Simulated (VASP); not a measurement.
# Mg2Be (P4_2/mnm) in VASP: a series of runs

The runs below take Mg2Be through single point, relaxation of cell and atoms, with PBE.

All numbers are computed with VASP 6.6.1; they aren't measurements. Logs are shortened: lines on timing, memory, paths and dates and some standing lists are left out, and cuts for length are marked.

## (1) The cell of the first run

It takes space group P4_2/mnm (No. 136, tetragonal). Conventional cell: a = 5.292 Å, b = 5.292 Å, c = 3.408 Å, α = 90.00°, β = 90.00°, γ = 90.00°. Within 3.0 Å of Mg (site symmetry m2m) lie 3 Be at 2.24 to 2.29 Å and 1 Mg at 2.90 Å. Be (site symmetry mmm) has 6 Mg at 2.24 to 2.29 Å within 3.0 Å.

## (2) Single point, PBE

The input, INCAR:

```
SYSTEM = Mg2Be
PREC = Accurate
ENCUT = 520
EDIFF = 1E-6
ISMEAR = 0
SIGMA = 0.1
LREAL = .False.
LASPH = .True.
NELM = 100
ALGO = Normal
ISIF = 2
LWAVE = .False.
LCHARG = .True.
GGA = PE
LELF = .True.
LVHAR = .True.
NBANDS = 15
```

The input, KPOINTS:

```
regular mesh
0
Gamma
  4 4 6
  0 0 0
```

The input, POSCAR:

```
Mg2Be
1.0
    5.2915599671      0.0000000000      0.0000000000
    0.0000000000      5.2915599671      0.0000000000
    0.0000000000      0.0000000000      3.4082990733
Mg Be
4 2
Direct
    0.3060000000      0.3060000000      0.0000000000
    0.1940000000      0.8060000000      0.5000000000
    0.6940000000      0.6940000000      0.0000000000
    0.8060000000      0.1940000000      0.5000000000
    0.0000000000      0.0000000000      0.0000000000
    0.5000000000      0.5000000000      0.5000000000
```

Potentials or basis: VASP PAW PBE potentials, release 64 (Mg, Be).

Started as:

```sh
cat potpaw_PBE.64/Mg/POTCAR potpaw_PBE.64/Be/POTCAR > POTCAR
mpirun -np 1 vasp_std > vasp.out
```

OUTCAR:

```text
SYSTEM = Mg2Be
   PREC = Accurate
   ENCUT = 520
   EDIFF = 1E-6
   ISMEAR = 0
   LREAL = .False.
   LASPH = .True.
   NELM = 100
   ISIF = 2
   GGA = PE

 ion  position               nearest neighbor table
   1  0.306  0.306  0.000-   6 2.24   6 2.24   5 2.29   3 2.90   4 3.20   2 3.20   4 3.20   2 3.20
                             2 3.20   2 3.20   4 3.20   4 3.20
   2  0.194  0.806  0.500-   5 2.24   5 2.24   6 2.29   4 2.90   1 3.20   1 3.20   3 3.20   3 3.20
                             1 3.20   1 3.20   3 3.20   3 3.20
   3  0.694  0.694  0.000-   6 2.24   6 2.24   5 2.29   1 2.90   4 3.20   2 3.20   4 3.20   2 3.20
                             4 3.20   4 3.20   2 3.20   2 3.20
   4  0.806  0.194  0.500-   5 2.24   5 2.24   6 2.29   2 2.90   3 3.20   1 3.20   3 3.20   1 3.20
                             3 3.20   3 3.20   1 3.20   1 3.20
   5  0.000  0.000  0.000-   2 2.24   4 2.24   2 2.24   4 2.24   3 2.29   1 2.29
   6  0.500  0.500  0.500-   1 2.24   3 2.24   1 2.24   3 2.24   2 2.29   4 2.29

  LATTYP: Found a simple tetragonal cell.
 ALAT       =     5.2915599671
 C/A-ratio  =     0.6441010013

  Lattice vectors:

 A1 = (   5.2915599671,   0.0000000000,   0.0000000000)
 A2 = (   0.0000000000,   5.2915599671,   0.0000000000)
 A3 = (   0.0000000000,   0.0000000000,   3.4082990733)

Analysis of symmetry for initial positions (statically):
=====================================================================
 Subroutine PRICEL returns:
 Original cell was already a primitive cell.

 Routine SETGRP: Setting up the symmetry group for a
 simple tetragonal supercell.

 Subroutine GETGRP returns: Found 16 space group operations
 (whereof  8 operations were pure point group operations)
 out of a pool of 16 trial point group operations.

The static configuration has the point symmetry D_2h.
 The point group associated with its full space group is D_4h.

Analysis of symmetry for dynamics (positions and initial velocities):
=====================================================================
 Subroutine PRICEL returns:
 Original cell was already a primitive cell.

 Routine SETGRP: Setting up the symmetry group for a
 simple tetragonal supercell.

 Subroutine GETGRP returns: Found 16 space group operations
 (whereof  8 operations were pure point group operations)
 out of a pool of 16 trial point group operations.

The dynamic configuration has the point symmetry D_2h.
 The point group associated with its full space group is D_4h.

 Subroutine INISYM returns: Found 16 space group operations
 (whereof  8 operations are pure point group operations),
 and found     1 'primitive' translations

----------------------------------------------------------------------------------------
[... 121 lines left out ...]
  volume/ion in A,a.u.               =      15.91       107.34
  Fermi-wavevector in a.u.,A,eV,Ry     =   0.820163  1.549883  9.152196  0.672667
  Thomas-Fermi vector in A             =   1.931097
   LORBIT       =      0    0 simple, 1 ext, 2 COOP (PROOUT), +10 PAW based schemes
   GGA     = PE    functional components
   LHFCALC =     F    Hartree Fock is set to
   AEXX    =    0.0000 exact exchange contribution
   IVDW    =     0    specifies the selected vdW correction
   LEPSILON=     F    determine dielectric tensor
   LRPA    =     F    only Hartree local field effects (RPA)
 non-spin polarized calculation
 Gauss-broadening in eV      SIGMA  =   0.10
  energy-cutoff  :      520.00
  volume of cell :       95.43
 maximum number of plane-waves:      2604
 NGX is ok and might be reduce to    40
   NGX = 19   NGY = 19   NGZ = 13

 number of electron      12.0000000 magnetization

 Free energy of the ion-electron system (eV)
  ---------------------------------------------------
  ext. energy  EPLUGINS =         0.00000000
  ---------------------------------------------------
  free energy    TOTEN  =        -8.49192291 eV

  energy without entropy =       -8.47807681  energy(sigma->0) =       -8.48499986

 E-fermi :   3.5164     XC(G=0):  -9.1445

 val. band max:        3.4355107820   @ k =   0.2500   0.2500   0.5000
 cond. band min:       3.5171309913   @ k =   0.2500   0.2500   0.3333
 fundamental gap:      0.0816202092
 Fermi energy:         3.5164481189

 k-point     1 :       0.0000    0.0000    0.0000
  band No.  band energies     occupation
      1      -4.3935      2.00000
      2      -0.7046      2.00000
      3       0.4461      2.00000
      4       0.4461      2.00000
      5       2.2312      2.00000
      6       3.9083      0.00000
      7       3.9083      0.00000
      8       5.3752      0.00000
      9       5.9440      0.00000
     10       6.5669      0.00000
     11       6.9434      0.00000
     12       9.7170      0.00000
     13      12.6057      0.00000
     14      12.6065      0.00000
[... 401 lines left out ...]
      2       0.0905      2.00000
      3       0.3061      2.00000
      4       0.3061      2.00000
      5       1.4773      2.00000
      6       1.4773      2.00000
      7       1.7934      2.00000
      8       1.7934      2.00000
      9       7.9785      0.00000
     10       7.9785      0.00000
     11       8.5439      0.00000
     12       8.5439      0.00000
     13      10.1633      0.00000
     14      10.1633      0.00000
     15      11.2854      0.00000

------------------------ aborting loop because EDIFF is reached ----------------------------------------

  FORCE on cell =-STRESS in cart. coord.  units (eV):
  Direction    XX          YY          ZZ          XY          YZ          ZX
  --------------------------------------------------------------------------------------
  -------------------------------------------------------------------------------------
  Total       12.0184472     12.0184472     12.5504022      0.0000000      0.0000000      0.0000000
  in kB      201.7687028    201.7687028    210.6992970      0.0000000      0.0000000      0.0000000
  external PRESSURE =     204.7455675 kB  Pullay stress =       0.0000000 kB

 VOLUME and BASIS-vectors are now :
 -----------------------------------------------------------------------------
  energy-cutoff  :      520.00
  volume of cell :       95.43
      direct lattice vectors                 reciprocal lattice vectors
     5.291559967  0.000000000  0.000000000     0.188980188  0.000000000  0.000000000
     0.000000000  5.291559967  0.000000000     0.000000000  0.188980188  0.000000000
     0.000000000  0.000000000  3.408299073     0.000000000  0.000000000  0.293401482

 POSITION                                       TOTAL-FORCE (eV/Angst)
 -----------------------------------------------------------------------------------
      1.61922      1.61922      0.00000        -0.668429     -0.668429     -0.000000
      1.02656      4.26500      1.70415         0.668429     -0.668429     -0.000000
      3.67234      3.67234      0.00000         0.668429      0.668429      0.000000
      4.26500      1.02656      1.70415        -0.668429      0.668429      0.000000
      0.00000      0.00000      0.00000         0.000000     -0.000000      0.000000
      2.64578      2.64578      1.70415         0.000000     -0.000000      0.000000
 -----------------------------------------------------------------------------------
    total drift:                               -0.000000     -0.000000      0.000000

  FREE ENERGIE OF THE ION-ELECTRON SYSTEM (eV)
  ---------------------------------------------------
  free  energy   TOTEN  =        -8.4919229141 eV

  energy  without entropy=       -8.4780768134  energy(sigma->0) =       -8.48499986
```

Run time: 31 s. Hardware: 1 thread of Intel Xeon 8259CL, shared host; peak memory 0.21 GiB.

What came out:

- Free energy: -8.4919 eV
- Pressure: 20.5 GPa
- Largest force: 0.945 eV/Å
- Band gap on the k mesh: zero (bands 6 and 7 overlap by 2.95 eV)

Forces in eV/Å, atoms in the order of the input:
```
Mg  -0.668 -0.668  0.000
Mg   0.668 -0.668  0.000
Mg   0.668  0.668  0.000
Mg  -0.668  0.668  0.000
Be   0.000  0.000  0.000
Be   0.000  0.000  0.000
```

Caveat: the cell stands under pressure.

## (3) Single point, PBE

This run uses another cell than the first one, of 20.63 Å³/atom.

The input, INCAR:

```
PREC = Accurate
ENCUT = 520
EDIFF = 1E-7
ISMEAR = 0
SIGMA = 0.1
LREAL = F
LASPH = T
NELM = 80
ALGO = Fast
ISIF = 2
LWAVE = F
LCHARG = T
GGA = PE
LELF = T
LVHAR = T
NBANDS = 15
```

The input, KPOINTS:

```
Automatic mesh
0
Gamma
  4 4 6
```

The input, POSCAR:

```
Mg2Be
1.0
    6.5763999834      0.0000000000      0.0000000000
    0.0000000000      6.5763999834      0.0000000000
    0.0000000000      0.0000000000      2.8623465183
Mg Be
4 2
Direct
    0.2709381689      0.2709381689      0.0000000000
    0.2290618311      0.7709381689      0.5000000000
    0.7290618311      0.7290618311      0.0000000000
    0.7709381689      0.2290618311      0.5000000000
    0.0000000000      0.0000000000      0.0000000000
    0.5000000000      0.5000000000      0.5000000000
```

Potentials or basis: VASP PAW PBE potentials, release 64 (Mg, Be).

Started as:

```sh
cat potpaw_PBE.64/Mg/POTCAR potpaw_PBE.64/Be/POTCAR > POTCAR
mpirun -np 1 vasp_std > vasp.out
```

Run time: 51 s. Hardware: 1 thread of Intel Xeon 8259CL, shared host; peak memory 0.25 GiB.

The run converged. Its results:

| Item | Value |
| --- | --- |
| Free energy | -10.8425 eV |
| Pressure | -0.1 GPa |
| Largest force | 0.018 eV/Å |
| Band gap on the k mesh | zero (bands 6 and 7 overlap by 2.06 eV) |

Forces on the atoms (eV/Å):
```
Mg  -0.013 -0.013  0.000
Mg   0.013 -0.013  0.000
Mg   0.013  0.013  0.000
Mg  -0.013  0.013  0.000
Be   0.000  0.000  0.000
Be   0.000  0.000  0.000
```

Stress tensor (GPa, compression positive):
```
-0.19  0.00  0.00
 0.00 -0.19  0.00
 0.00  0.00  0.06
```

Levels at points of the mesh, in eV from the Fermi level:
```tsv
k point	band 2	band 3	band 4	band 5	band 6	band 7	band 8	band 9	band 10	band 11
(0.00, 0.00, 0.00)	-4.95	-3.98	-3.98	-1.81	-1.42	-1.42	0.25	0.39	5.55	5.55
(0.50, 0.00, 0.00)	-6.41	-3.18	-3.18	-2.91	-2.91	0.75	0.75	3.24	3.24	3.40
(0.50, 0.50, 0.00)	-6.06	-4.83	-4.83	-0.82	-0.82	1.41	1.41	2.11	2.11	2.36
(0.00, 0.00, 0.50)	-2.99	-1.30	-1.30	-0.39	-0.39	0.60	0.60	2.54	2.54	3.14
(0.50, 0.00, 0.50)	-2.46	-2.24	-2.24	0.02	0.02	0.62	0.62	1.82	1.82	2.46
(0.50, 0.50, 0.50)	-2.28	-1.94	-1.94	-0.95	-0.95	-0.19	-0.19	3.36	3.36	3.71
```

Caveat: the k points lie up to 0.37 Å⁻¹ apart, too coarse for converged energies and pressures of a metal.

## (4) Single point, PBE

This run uses another cell than the first one, of 20.76 Å³/atom.

The input, INCAR:

```
ALGO     = Fast           # electronic algorithm
EDIFF    = 1E-6           # SCF threshold, eV
ENCUT    = 520            # plane-wave cutoff, eV
GGA      = PE             # functional
ISIF     = 2              # what is computed and relaxed
ISMEAR   = 0              # smearing method
LASPH    = T              # aspherical terms in the spheres
LCHARG   = F              # write CHGCAR
LREAL    = F              # projectors in reciprocal space
LWAVE    = F              # write WAVECAR
NBANDS   = 15             # bands
NELM     = 80             # most SCF steps
PREC     = Accurate       # precision mode
SIGMA    = 0.1            # smearing width, eV
```

The input, KPOINTS:

```
k-points
0
Gamma
  6 6 14
```

The input, POSCAR:

```
Mg2Be
1.0
    6.4889592265      0.0000000000      0.0000000000
    0.0000000000      6.4889592265      0.0000000000
    0.0000000000      0.0000000000      2.9587762426
Mg Be
4 2
Direct
    0.2727401002      0.2727401002      0.0000000000
    0.2272598998      0.7727401002      0.5000000000
    0.7272598998      0.7272598998      0.0000000000
    0.7727401002      0.2272598998      0.5000000000
    0.0000000000      0.0000000000      0.0000000000
    0.5000000000      0.5000000000      0.5000000000
```

Started as:

```sh
cat potpaw_PBE.64/Mg/POTCAR potpaw_PBE.64/Be/POTCAR > POTCAR
mpirun -np 1 vasp_std > vasp.out
```

It took 1.7 min on 1 thread of Intel Xeon 8259CL, shared host; peak memory 0.32 GiB.

Results (log left out):

```yaml
Free_energy: -10.9306 eV
Pressure: -0.1 GPa
Band_gap_on_the_k_mesh: zero (bands 6 and 7 overlap by 1.78 eV)
```

Forces on the atoms (eV/Å):
```
Mg  -0.002 -0.002  0.000
Mg   0.002 -0.002  0.000
Mg   0.002  0.002  0.000
Mg  -0.002  0.002  0.000
Be   0.000  0.000  0.000
Be   0.000  0.000  0.000
```

Levels at points of the mesh, in eV from the Fermi level:
```tsv
k point	band 3	band 4	band 5	band 6	band 7	band 8	band 9	band 10
(0.00, 0.00, 0.00)	-3.67	-3.67	-1.61	-1.08	-1.08	0.71	0.74	6.02
(0.50, 0.00, 0.00)	-2.86	-2.86	-2.62	-2.62	1.08	1.08	3.75	3.75
(0.50, 0.50, 0.00)	-4.59	-4.59	-0.45	-0.45	1.90	1.90	2.47	2.47
(0.00, 0.00, 0.50)	-1.22	-1.22	-0.31	-0.31	0.55	0.55	2.47	2.47
(0.50, 0.00, 0.50)	-2.31	-2.31	0.11	0.11	0.60	0.60	1.89	1.89
(0.50, 0.50, 0.50)	-1.96	-1.96	-0.93	-0.93	-0.29	-0.29	3.50	3.50
```

(Part 1 of 3 ends here.)

The gap in the log of VASP goes by the Fermi energy; the results here count the filled bands.